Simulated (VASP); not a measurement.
A run of VASP 6.6.1:

Contents of INCAR:

```
SYSTEM = AlN
ALGO = Normal
EDIFF = 1E-7
ENCUT = 520
GGA = PS
ISIF = 2
ISMEAR = 0
LASPH = .TRUE.
LCHARG = .FALSE.
LREAL = .FALSE.
LWAVE = .FALSE.
NBANDS = 26
NELM = 80
PREC = Accurate
SIGMA = 0.05
```

KPOINTS

```
k-points
0
G
  8 8 8
  0 0 0
```

POSCAR

```
AlN
1.0
   -3.1135599857      0.0000000000      0.0000000000
    0.0000000000      5.3928440876      0.0000000000
    1.5567799928     -2.6964220438     -4.9833504711
Al N
4 4
Direct
    1.0105479259      0.3373909551      0.9984850782
    0.5105479259      0.8373909551      0.9984850782
    0.2379371523      0.9110941231      0.4984850782
    0.7379371523      0.4110941231      0.4984850782
    0.7981596697      0.1519771472      0.6165193726
    0.2981596697      0.6519771472      0.6165193726
    0.0683597029      0.7145422254      0.1165193726
    0.5683597029      0.2145422254      0.1165193726
```

Potentials or basis: VASP PAW PBE potentials, release 64 (Al, N).

Launch:

```bash
$ cat potpaw_PBE.64/Al/POTCAR potpaw_PBE.64/N/POTCAR > POTCAR
$ mpirun -np 1 vasp_std > vasp.out
```

Hardware: 1 thread of Intel(R) Xeon(R) 6975P-C (Granite Rapids) (shared host).

Problem. Estimate the wall time of this run.

Solution. It took 2.3 min on 1 thread of Intel(R) Xeon(R) 6975P-C (Granite Rapids), on a shared host, peak memory 0.36 GiB. Counts: scf iterations 14, k points 150.
